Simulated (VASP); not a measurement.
# Na (P1) in VASP: a series of runs, part 2 of 2

VASP 6.6.1.

## 3. Single point, PBEsol

The input, INCAR:

```
SYSTEM = Na
PREC = Accurate ; ENCUT = 520
EDIFF = 1E-6 ; ISMEAR = 1
SIGMA = 0.15 ; LREAL = .FALSE.
LASPH = .TRUE. ; NELM = 60
ALGO = Normal ; ISIF = 2
LWAVE = .FALSE. ; LCHARG = .TRUE.
GGA = PS ; LELF = .TRUE.
LVHAR = .TRUE. ; NBANDS = 34
```

The input, KPOINTS:

```
regular mesh
0
G
  2 2 2
  0 0 0
```

The input, POSCAR:

```
Na
1.0
   -4.3420640000      4.3420640000      4.3420640000
    4.3420640000     -4.3420640000      4.3420640000
    4.3420640000      4.3420640000     -4.3420640000
Na
7
Direct
   -0.0040582083      0.0008109047     -0.0010766769
   -0.0013966860     -0.0016091426      0.4988382253
    0.0021594569      0.4990844216      0.4991937014
    0.9998231256      0.5026012974     -0.0001080131
    0.5007228129     -0.0004834107      0.5025972671
    0.4988346556      0.5016225003     -0.0027169107
    0.5008474081      0.4983718573      0.4973784357
```

Potentials or basis: VASP PAW PBE potentials, release 64 (Na_pv).

Started as:

```bash
> cat potpaw_PBE.64/Na_pv/POTCAR > POTCAR
> mpirun -np 1 vasp_std > vasp.out
```

OUTCAR:

```text
SYSTEM = Na
   PREC = Accurate
   ENCUT = 520
   EDIFF = 1E-6
   ISMEAR = 1
   LREAL = .FALSE.
   LASPH = .TRUE.
   NELM = 60
   ISIF = 2
   GGA = PS

 ion  position               nearest neighbor table
   1  0.996  0.001  0.999-
   2  0.999  0.998  0.499-
   3  0.002  0.499  0.499-
   4  1.000  0.503  1.000-
   5  0.501  1.000  0.503-
   6  0.499  0.502  0.997-
   7  0.501  0.498  0.497-

  LATTYP: Found a body centered cubic cell.
 ALAT       =     8.6841280000

  Lattice vectors:

 A1 = (  -4.3420640000,   4.3420640000,   4.3420640000)
 A2 = (   4.3420640000,  -4.3420640000,   4.3420640000)
 A3 = (   4.3420640000,   4.3420640000,  -4.3420640000)

Analysis of symmetry for initial positions (statically):
=====================================================================
 Subroutine PRICEL returns:
 Original cell was already a primitive cell.

 Routine SETGRP: Setting up the symmetry group for a
 body centered cubic supercell.

 Subroutine GETGRP returns: Found  1 space group operations
 (whereof  1 operations were pure point group operations)
 out of a pool of 48 trial point group operations.

The static configuration has the point symmetry C_1 .

Analysis of symmetry for dynamics (positions and initial velocities):
=====================================================================
 Subroutine PRICEL returns:
 Original cell was already a primitive cell.

 Routine SETGRP: Setting up the symmetry group for a
 body centered cubic supercell.

 Subroutine GETGRP returns: Found  1 space group operations
 (whereof  1 operations were pure point group operations)
 out of a pool of 48 trial point group operations.

The dynamic configuration has the point symmetry C_1 .

 Subroutine INISYM returns: Found  1 space group operations
 (whereof  1 operations are pure point group operations),
 and found     1 'primitive' translations

----------------------------------------------------------------------------------------

                                     Primitive cell

  volume of cell :     327.4528

  direct lattice vectors                    reciprocal lattice vectors
    -4.342064000  4.342064000  4.342064000     0.000000000  0.115152609  0.115152609
     4.342064000 -4.342064000  4.342064000     0.115152609  0.000000000  0.115152609
     4.342064000  4.342064000 -4.342064000     0.115152609  0.115152609  0.000000000

  length of vectors
     7.520675458  7.520675458  7.520675458     0.162850382  0.162850382  0.162850382

  position of ions in fractional coordinates (direct lattice)
     0.995941792  0.000810905  0.998923323
     0.998603314  0.998390857  0.498838225
     0.002159457  0.499084422  0.499193701
     0.999823126  0.502601297  0.999891987
     0.500722813  0.999516589  0.502597267
     0.498834656  0.501622500  0.997283089
     0.500847408  0.498371857  0.497378436

  ion indices of the primitive-cell ions
   primitive index   ion index
                 1           1
                 2           2
                 3           3
                 4           4
                 5           5
                 6           6
[... 26 lines left out ...]
 Found      8 irreducible k-points:

 Following reciprocal coordinates:
            Coordinates               Weight
  0.000000  0.000000  0.000000      1.000000
  0.500000  0.000000  0.000000      1.000000
  0.000000  0.500000  0.000000      1.000000
  0.000000  0.000000  0.500000      1.000000
  0.500000 -0.000000  0.500000      1.000000
  0.500000  0.500000  0.000000      1.000000
 -0.000000  0.500000  0.500000      1.000000
  0.500000  0.500000  0.500000      1.000000
   k-points           NKPTS =      8   k-points in BZ     NKDIM =      8   number of bands    NBANDS=     34
   number of dos      NEDOS =    301   number of ions     NIONS =      7
   total plane-waves  NPLWV = 175616
   dimension x,y,z NGX =    56 NGY =   56 NGZ =   56
   dimension x,y,z NGXF=   112 NGYF=  112 NGZF=  112
   ions per type =               7
   NGX,Y,Z   is equivalent  to a cutoff of  12.38, 12.38, 12.38 a.u.
   NGXF,Y,Z  is equivalent  to a cutoff of  24.76, 24.76, 24.76 a.u.
 SYSTEM =  Na
   PREC   = accura    normal or accurate (medium, high low for compatibility)
   ISTART =      0    job   : 0-new  1-cont  2-samecut
   ICHARG =      2    charge: 1-file 2-atom 10-const
   ISPIN  =      1    spin polarized calculation?
   LNONCOLLINEAR =      F non collinear calculations
   LSORBIT =      F    spin-orbit coupling
   LASPH  =      T    aspherical Exc in radial PAW
   ENCUT  =  520.0 eV  38.22 Ry    6.18 a.u.  13.98 13.98 13.98*2*pi/ulx,y,z
   NELM   =     60;   NELMIN=  2; NELMDL= -5     # of ELM steps
   EDIFF  = 0.1E-05   stopping-criterion for ELM
   LREAL  =      F    real-space projection
   EDIFFG = 0.1E-04   stopping-criterion for IOM
   NSW    =      0    number of steps for IOM
   IBRION =     -1    ionic relax: 0-MD 1-quasi-New 2-CG
   NFREE  =      0    steps in history (QN), initial steepest desc. (CG)
   ISIF   =      2    stress and relaxation
   ISYM   =      2    0-nonsym 1-usesym 2-fastsym
   POTIM  = 0.5000    time-step for ionic-motion
   TEBEG  =    0.0;   TEEND  =   0.0 temperature during run
   PSTRESS=    0.0 pullay stress
   NELECT =      49.0000    total number of electrons
   NUPDOWN=      -1.0000    fix difference up-down
   EMIN   =  10.00;   EMAX   =-10.00  energy-range for DOS
   EFERMI =   0.00;   METHOD = LEGACY
   ISMEAR =     1;   SIGMA  =   0.15  broadening in eV -4-tet -1-fermi 0-gaus
   EFERMI_NEDOS =   21; number of points for ismear=-14 and -15
   IALGO  =     38    algorithm
   IMIX   =      4    mixing-type and parameters
     AMIX     =   0.40;   BMIX     =  1.00
     AMIX_MAG =   1.60;   BMIX_MAG =  1.00
  volume/ion in A,a.u.               =      46.78       315.68
  Fermi-wavevector in a.u.,A,eV,Ry     =   0.869142  1.642440 10.277943  0.755407
  Thomas-Fermi vector in A             =   1.987921
   LORBIT       =      0    0 simple, 1 ext, 2 COOP (PROOUT), +10 PAW based schemes
   GGA     = PS    functional components
   LHFCALC =     F    Hartree Fock is set to
   AEXX    =    0.0000 exact exchange contribution
   IVDW    =     0    specifies the selected vdW correction
   LEPSILON=     F    determine dielectric tensor
   LRPA    =     F    only Hartree local field effects (RPA)
 non-spin polarized calculation
 Methfessel and Paxton  Order N= 1 SIGMA  =   0.15
  energy-cutoff  :      520.00
  volume of cell :      327.45
 maximum number of plane-waves:      8806
 NGX is ok and might be reduce to    56
   NGX = 27   NGY = 27   NGZ = 27

 number of electron      48.9999984 magnetization

 Free energy of the ion-electron system (eV)
  ---------------------------------------------------
  ext. energy  EPLUGINS =         0.00000000
  ---------------------------------------------------
  free energy    TOTEN  =        -8.64717486 eV

  energy without entropy =       -8.63819634  energy(sigma->0) =       -8.64418202

 E-fermi :  -0.1722     XC(G=0):  -5.8662

 val. band max:       -0.1842684890   @ k =   0.5000   0.0000   0.0000
 cond. band min:       0.0046111030   @ k =   0.5000   0.0000   0.0000
 fundamental gap:      0.1888795920
 Fermi energy:        -0.1721572205

 k-point     1 :       0.0000    0.0000    0.0000
  band No.  band energies     occupation
      1     -25.3350      2.00000
      2     -25.3350      2.00000
      3     -25.3349      2.00000
      4     -25.3320      2.00000
      5     -25.3161      2.00000
      6     -25.3160      2.00000
[... 285 lines left out ...]
     33       2.6702     -0.00000
     34       3.7227      0.00000

------------------------ aborting loop because EDIFF is reached ----------------------------------------

  FORCE on cell =-STRESS in cart. coord.  units (eV):
  Direction    XX          YY          ZZ          XY          YZ          ZX
  --------------------------------------------------------------------------------------
  -------------------------------------------------------------------------------------
  Total       -1.2556310     -1.2532595     -1.2554311     -0.0008123     -0.0002977     -0.0006989
  in kB       -6.1436146     -6.1320114     -6.1426366     -0.0039746     -0.0014565     -0.0034195
  external PRESSURE =      -6.1394208 kB  Pullay stress =       0.0000000 kB

 VOLUME and BASIS-vectors are now :
 -----------------------------------------------------------------------------
  energy-cutoff  :      520.00
  volume of cell :      327.45
      direct lattice vectors                 reciprocal lattice vectors
    -4.342064000  4.342064000  4.342064000     0.000000000  0.115152609  0.115152609
     4.342064000 -4.342064000  4.342064000     0.115152609  0.000000000  0.115152609
     4.342064000  4.342064000 -4.342064000     0.115152609  0.115152609  0.000000000

 POSITION                                       TOTAL-FORCE (eV/Angst)
 -----------------------------------------------------------------------------------
      0.01647      8.65831     -0.00943        -0.000431     -0.000476      0.000409
      2.16506      2.16691      6.50509         0.000016      0.001330     -0.000117
      4.32521      0.00985      0.00890        -0.000056     -0.000155      0.000825
      2.18263      6.50056      2.18203         0.000117     -0.000104     -0.000874
      4.34810      0.01652      4.33183        -0.000055     -0.000040     -0.000325
      4.34237      4.31816      0.01378        -0.001093     -0.000465     -0.000044
      2.14890      2.17040      2.17903         0.001502     -0.000090      0.000127
 -----------------------------------------------------------------------------------
    total drift:                               -0.000977     -0.000703      0.000812

  FREE ENERGIE OF THE ION-ELECTRON SYSTEM (eV)
  ---------------------------------------------------
  free  energy   TOTEN  =        -8.6471748628 eV

  energy  without entropy=       -8.6381963444  energy(sigma->0) =       -8.64418202
```

It took 1.7 min on 1 thread of Intel Xeon Platinum 8259CL at 2.50GHz (Skylake/Cascade Lake), shared host; peak memory 0.43 GiB.

Results:

```
Free energy            : -8.6472 eV
Pressure               : -0.6 GPa
Band gap on the k mesh : zero (an odd number of electrons rules out a gap without spin polarisation)
```

Caveat: the k points lie up to 0.51 Å⁻¹ apart, too coarse for converged energies and pressures of a metal; the PAW data sets were made with another functional, which shifts forces and pressure a little.

The gap in the log of VASP goes by the Fermi energy; the results here count the filled bands.